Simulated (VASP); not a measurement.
# FeS2 (Pnnm) in VASP: relaxation of cell and atoms with LDA

Aim: the relaxation of cell and atoms of FeS2 with LDA.

All numbers are computed with VASP 6.6.1; they aren't measurements. Logs are shortened: lines on timing, memory, paths and dates and some standing lists are left out, and cuts for length are marked.

### Step 1. The cell of the first run

The structure is orthorhombic, space group Pnnm (No. 58). Conventional cell: a = 4.439 Å, b = 5.410 Å, c = 3.390 Å, α = 90.00°, β = 90.00°, γ = 90.00°. Within 2.9 Å of Fe (site symmetry 2/m) lie 6 S at 2.23 to 2.24 Å. S (site symmetry m) has 6 Fe at 2.23 to 3.63 Å and 12 S at 2.28 to 3.39 Å within 3.7 Å.

### Step 2. Relaxation of cell and atoms, LDA

Input file INCAR:

```
PREC     = Accurate       # precision mode
ENCUT    = 600            # plane-wave cutoff, eV
EDIFF    = 1E-7           # SCF threshold, eV
ISMEAR   = -1             # smearing method
SIGMA    = 0.02           # smearing width, eV
LREAL    = False          # projectors in reciprocal space
LASPH    = True           # aspherical terms in the spheres
NELM     = 120            # most SCF steps
ALGO     = Normal         # electronic algorithm
ISIF     = 3              # what is computed and relaxed
LWAVE    = False          # write WAVECAR
LCHARG   = False          # write CHGCAR
IBRION   = 2              # ionic algorithm
NSW      = 80             # ionic steps
EDIFFG   = -0.005         # ionic threshold
GGA_COMPAT= False        
NELMIN   = 4
```

Input file KPOINTS:

```
regular mesh
0
Gamma
  6 4 8
```

Input file POSCAR:

```
FeS2
1.0
    4.4389627483      0.0000000000      0.0000000000
    0.0000000000      5.4095540197      0.0000000000
    0.0000000000      0.0000000000      3.3895163727
Fe S
2 4
Direct
    0.5000000000      0.5000000000      0.5000000000
    0.0000000000      0.0000000000      0.0000000000
    0.2937551954      0.8751795098      0.5000000000
    0.7062448046      0.1248204902      0.5000000000
    0.2062448046      0.3751795098      0.0000000000
    0.7937551954      0.6248204902      0.0000000000
```

Potentials or basis: VASP PAW LDA potentials, release 64 (Fe, S).

Launch:

```
> cat potpaw_LDA.64/Fe/POTCAR potpaw_LDA.64/S/POTCAR > POTCAR
> mpirun -np 1 vasp_std > vasp.out
```

OUTCAR:

```text
PREC = Accurate
   ENCUT = 600
   EDIFF = 1E-7
   ISMEAR = -1
   LREAL = False
   LASPH = True
   NELM = 120
   ISIF = 3
   IBRION = 2
   NSW = 80
   EDIFFG = -0.005
   NELMIN = 4

 ion  position               nearest neighbor table
   1  0.500  0.500  0.500-   3 2.23   4 2.23   5 2.24   6 2.24   5 2.24   6 2.24
   2  0.000  0.000  0.000-   5 2.23   6 2.23   3 2.24   4 2.24   3 2.24   4 2.24
   3  0.294  0.875  0.500-   1 2.23   2 2.24   2 2.24   4 2.28
   4  0.706  0.125  0.500-   1 2.23   2 2.24   2 2.24   3 2.28
   5  0.206  0.375  0.000-   2 2.23   1 2.24   1 2.24   6 2.28
   6  0.794  0.625  0.000-   2 2.23   1 2.24   1 2.24   5 2.28

  LATTYP: Found a simple orthorhombic cell.
 ALAT       =     3.3895163727
 B/A-ratio  =     1.3096153729
 C/A-ratio  =     1.5959663341

  Lattice vectors:

 A1 = (   0.0000000000,   0.0000000000,   3.3895163727)
 A2 = (   4.4389627483,   0.0000000000,   0.0000000000)
 A3 = (   0.0000000000,   5.4095540197,   0.0000000000)

Analysis of symmetry for initial positions (statically):
=====================================================================
 Subroutine PRICEL returns:
 Original cell was already a primitive cell.

 Routine SETGRP: Setting up the symmetry group for a
 simple orthorhombic supercell.

 Subroutine GETGRP returns: Found  8 space group operations
 (whereof  4 operations were pure point group operations)
 out of a pool of  8 trial point group operations.

The static configuration has the point symmetry C_2h.
 The point group associated with its full space group is D_2h.

Analysis of symmetry for dynamics (positions and initial velocities):
=====================================================================
 Subroutine PRICEL returns:
 Original cell was already a primitive cell.

 Routine SETGRP: Setting up the symmetry group for a
 simple orthorhombic supercell.

 Subroutine GETGRP returns: Found  8 space group operations
 (whereof  4 operations were pure point group operations)
 out of a pool of  8 trial point group operations.

The dynamic configuration has the point symmetry C_2h.
 The point group associated with its full space group is D_2h.

 Subroutine INISYM returns: Found  8 space group operations
 (whereof  4 operations are pure point group operations),
 and found     1 'primitive' translations

----------------------------------------------------------------------------------------

                                     Primitive cell

  volume of cell :      81.3918

  direct lattice vectors                    reciprocal lattice vectors
     4.438962748  0.000000000  0.000000000     0.225277854  0.000000000  0.000000000
     0.000000000  5.409554020  0.000000000     0.000000000  0.184858123  0.000000000
     0.000000000  0.000000000  3.389516373     0.000000000  0.000000000  0.295027340

  length of vectors
     4.438962748  5.409554020  3.389516373     0.225277854  0.184858123  0.295027340

  position of ions in fractional coordinates (direct lattice)
     0.500000000  0.500000000  0.500000000
     0.000000000  0.000000000  0.000000000
     0.293755195  0.875179510  0.500000000
     0.706244805  0.124820490  0.500000000
     0.206244805  0.375179510  0.000000000
     0.793755195  0.624820490  0.000000000

  ion indices of the primitive-cell ions
   primitive index   ion index
                 1           1
                 2           2
                 3           3
                 4           4
                 5           5
                 6           6

----------------------------------------------------------------------------------------

 KPOINTS: regular mesh

Automatic generation of k-mesh.
 Grid dimensions read from file:
 generate k-points for:    6    4    8

 Generating k-lattice:

  Cartesian coordinates                     Fractional coordinates (reciprocal lattice)
     0.037546309  0.000000000  0.000000000     0.166666667  0.000000000  0.000000000
     0.000000000  0.046214531  0.000000000     0.000000000  0.250000000  0.000000000
     0.000000000  0.000000000  0.036878418     0.000000000  0.000000000  0.125000000

  Length of vectors
     0.037546309  0.046214531  0.036878418

  Shift w.r.t. Gamma in fractional coordinates (k-lattice)
     0.000000000  0.000000000  0.000000000

 Subroutine IBZKPT returns following result:
 ===========================================

 Found     60 irreducible k-points:

 Following reciprocal coordinates:
            Coordinates               Weight
  0.000000  0.000000  0.000000      1.000000
  0.166667  0.000000  0.000000      2.000000
  0.333333  0.000000  0.000000      2.000000
  0.500000  0.000000  0.000000      1.000000
  0.000000  0.250000  0.000000      2.000000
  0.166667  0.250000  0.000000      4.000000
[... 16 lines left out ...]
  0.333333  0.500000  0.125000      4.000000
  0.500000  0.500000  0.125000      2.000000
 [... further k-points ...]
   k-points           NKPTS =     60   k-points in BZ     NKDIM =     60   number of bands    NBANDS=     24
   number of dos      NEDOS =    301   number of ions     NIONS =      6
   total plane-waves  NPLWV =  48384
   dimension x,y,z NGX =    36 NGY =   48 NGZ =   28
   dimension x,y,z NGXF=    72 NGYF=   96 NGZF=   56
   ions per type =               2   4
   NGX,Y,Z   is equivalent  to a cutoff of  13.48, 14.75, 13.73 a.u.
   NGXF,Y,Z  is equivalent  to a cutoff of  26.97, 29.50, 27.47 a.u.
 SYSTEM =  unknown system
   PREC   = accura    normal or accurate (medium, high low for compatibility)
   ISTART =      0    job   : 0-new  1-cont  2-samecut
   ICHARG =      2    charge: 1-file 2-atom 10-const
   ISPIN  =      1    spin polarized calculation?
   LNONCOLLINEAR =      F non collinear calculations
   LSORBIT =      F    spin-orbit coupling
   LASPH  =      T    aspherical Exc in radial PAW
   ENCUT  =  600.0 eV  44.10 Ry    6.64 a.u.   8.87 10.80  6.77*2*pi/ulx,y,z
   NELM   =    120;   NELMIN=  4; NELMDL= -5     # of ELM steps
   EDIFF  = 0.1E-06   stopping-criterion for ELM
   LREAL  =      F    real-space projection
   EDIFFG = -.5E-02   stopping-criterion for IOM
   NSW    =     80    number of steps for IOM
   IBRION =      2    ionic relax: 0-MD 1-quasi-New 2-CG
   NFREE  =      1    steps in history (QN), initial steepest desc. (CG)
   ISIF   =      3    stress and relaxation
   ISYM   =      2    0-nonsym 1-usesym 2-fastsym
   POTIM  = 0.5000    time-step for ionic-motion
   TEBEG  =    0.0;   TEEND  =   0.0 temperature during run
   PSTRESS=    0.0 pullay stress
   NELECT =      40.0000    total number of electrons
   NUPDOWN=      -1.0000    fix difference up-down
   EMIN   =  10.00;   EMAX   =-10.00  energy-range for DOS
   EFERMI =   0.00;   METHOD = LEGACY
   ISMEAR =    -1;   SIGMA  =   0.02  broadening in eV -4-tet -1-fermi 0-gaus
   EFERMI_NEDOS =   21; number of points for ismear=-14 and -15
   IALGO  =     38    algorithm
   IMIX   =      4    mixing-type and parameters
     AMIX     =   0.40;   BMIX     =  1.00
     AMIX_MAG =   1.60;   BMIX_MAG =  1.00
  volume/ion in A,a.u.               =      13.57        91.54
  Fermi-wavevector in a.u.,A,eV,Ry     =   1.291917  2.441369 22.708796  1.669049
  Thomas-Fermi vector in A             =   2.423657
   LORBIT       =      0    0 simple, 1 ext, 2 COOP (PROOUT), +10 PAW based schemes
   GGA     = CA    functional components
   LHFCALC =     F    Hartree Fock is set to
   AEXX    =    0.0000 exact exchange contribution
   IVDW    =     0    specifies the selected vdW correction
   LEPSILON=     F    determine dielectric tensor
   LRPA    =     F    only Hartree local field effects (RPA)
 conjugate gradient relaxation of ions
 non-spin polarized calculation
  energy-cutoff  :      600.00
  volume of cell :       81.39
 maximum number of plane-waves:      2764
 NGX is ok and might be reduce to    36
   NGX = 17   NGY = 21   NGZ = 13

--------------------------------------- Ionic step        1  -------------------------------------------

 number of electron      39.9999998 magnetization

 Free energy of the ion-electron system (eV)
  ---------------------------------------------------
  ext. energy  EPLUGINS =         0.00000000
  ---------------------------------------------------
  free energy    TOTEN  =       -41.87419957 eV

  energy without entropy =      -41.87419957  energy(sigma->0) =      -41.87419957

------------------------ aborting loop because EDIFF is reached ----------------------------------------

  FORCE on cell =-STRESS in cart. coord.  units (eV):
  Direction    XX          YY          ZZ          XY          YZ          ZX
  --------------------------------------------------------------------------------------
  -------------------------------------------------------------------------------------
  Total       -5.1815611     -5.3681411     -5.3967161     -0.0000000      0.0000000      0.0000000
  in kB     -101.9977312   -105.6705100   -106.2330016     -0.0000000      0.0000000      0.0000000
  external PRESSURE =    -104.6337476 kB  Pullay stress =       0.0000000 kB
[... 101 lines left out ...]
  FREE ENERGIE OF THE ION-ELECTRON SYSTEM (eV)
  ---------------------------------------------------
  free  energy   TOTEN  =       -42.0504327581 eV

  energy  without entropy=      -42.0504327581  energy(sigma->0) =      -42.05043276

[... ionic steps 4 to 7 ...]

--------------------------------------- Ionic step        8  -------------------------------------------

 number of electron      39.9999995 magnetization

------------------------ aborting loop because EDIFF is reached ----------------------------------------

  FORCE on cell =-STRESS in cart. coord.  units (eV):
  Direction    XX          YY          ZZ          XY          YZ          ZX
  --------------------------------------------------------------------------------------
  -------------------------------------------------------------------------------------
  Total       -0.0089428     -0.0123716     -0.0009120      0.0000000      0.0000000      0.0000000
  in kB       -0.1877210     -0.2596973     -0.0191431      0.0000000      0.0000000      0.0000000
  external PRESSURE =      -0.1555204 kB  Pullay stress =       0.0000000 kB
[... 65 lines left out ...]
  energy  without entropy=      -42.0512650331  energy(sigma->0) =      -42.05126503

--------------------------------------- Ionic step       10  -------------------------------------------

 number of electron      39.9999995 magnetization

 Free energy of the ion-electron system (eV)
  ---------------------------------------------------
  ext. energy  EPLUGINS =         0.00000000
  ---------------------------------------------------
  free energy    TOTEN  =       -42.05126640 eV

  energy without entropy =      -42.05126640  energy(sigma->0) =      -42.05126640

 E-fermi :   8.9119     XC(G=0): -12.2792

 val. band max:        8.4744548829   @ k =   0.1667   0.0000   0.2500
 cond. band min:       9.4119152657   @ k =   0.0000   0.5000   0.5000
 fundamental gap:      0.9374603828
 Fermi energy:         8.9118610971

 k-point     1 :       0.0000    0.0000    0.0000
  band No.  band energies     occupation
      1      -8.6818      2.00000
      2      -6.0182      2.00000
      3      -4.1865      2.00000
      4      -3.2809      2.00000
      5       0.4114      2.00000
      6       2.0319      2.00000
[... 637 lines left out ...]
     23      10.3471      0.00000
     24      10.3471      0.00000

 [... further k-points ...]

------------------------ aborting loop because EDIFF is reached ----------------------------------------

  FORCE on cell =-STRESS in cart. coord.  units (eV):
  Direction    XX          YY          ZZ          XY          YZ          ZX
  --------------------------------------------------------------------------------------
  -------------------------------------------------------------------------------------
  Total       -0.0098486      0.0016143     -0.0032536      0.0000000      0.0000000      0.0000000
  in kB       -0.2067379      0.0338861     -0.0682992      0.0000000      0.0000000      0.0000000
  external PRESSURE =      -0.0803837 kB  Pullay stress =       0.0000000 kB
[... 21 lines left out ...]
  FREE ENERGIE OF THE ION-ELECTRON SYSTEM (eV)
  ---------------------------------------------------
  free  energy   TOTEN  =       -42.0512664018 eV

  energy  without entropy=      -42.0512664018  energy(sigma->0) =      -42.05126640

 reached required accuracy - stopping structural energy minimisation
```

It took 7.8 min on 1 thread of Intel Xeon 6975P-C (Granite Rapids), shared host; peak memory 0.26 GiB.

What came out:

```
Free energy                           : -42.0513 eV
Relaxed volume                        : 12.72 Å³/atom
Relaxed cell                          : a = 4.337 Å, b = 5.298 Å, c = 3.322 Å, α = 90.00°, β = 90.00°, γ = 90.00°
Space group after relaxing (to 0.1 Å) : Pnnm (No. 58)
Energy gained by relaxing             : 29.5 meV/atom
Ionic steps                           : 10
Pressure after relaxing               : 0.0 GPa
Band gap on the k mesh                : 0.94 eV (least direct gap 1.30 eV)
```

Forces in eV/Å, atoms in the order of the input:
```
Fe   0.000  0.000  0.000
Fe   0.000  0.000  0.000
S   -0.002 -0.001  0.000
S    0.002  0.001  0.000
S    0.002 -0.001  0.000
S   -0.002  0.001  0.000
```

The path:
```csv
step,energy change (eV),largest force (eV/Å),pressure (GPa),volume (Å³)
1,0.0000,0.1596,-10.46,81.39
2,0.0424,0.2637,14.92,71.40
3,-0.1762,0.0489,-0.14,76.41
4,-0.1763,0.0503,0.08,76.32
5,-0.1770,0.0129,0.10,76.29
6,-0.1770,0.0095,0.09,76.28
7,-0.1771,0.0065,-0.07,76.35
8,-0.1771,0.0073,-0.02,76.33
9,-0.1771,0.0072,-0.03,76.33
10,-0.1771,0.0022,-0.01,76.32
```

Final structure:
```cif
data_structure
_symmetry_space_group_name_H-M 'P 1'
_symmetry_Int_Tables_number 1
_cell_length_a 4.3366
_cell_length_b 5.2985
_cell_length_c 3.3217
_cell_angle_alpha 90.000
_cell_angle_beta 90.000
_cell_angle_gamma 90.000
_cell_volume 76.32
loop_
_atom_site_label
_atom_site_type_symbol
_atom_site_fract_x
_atom_site_fract_y
_atom_site_fract_z
_atom_site_occupancy
Fe1 Fe 0.50000 0.50000 0.50000 1
Fe2 Fe 0.00000 0.00000 0.00000 1
S1 S 0.29309 0.87443 0.50000 1
S2 S 0.70691 0.12557 0.50000 1
S3 S 0.20691 0.37443 0.00000 1
S4 S 0.79309 0.62557 0.00000 1
```

A k mesh can miss the band edges. Spin polarisation is off, so any magnetic state and its effect on volume and gap are missing.
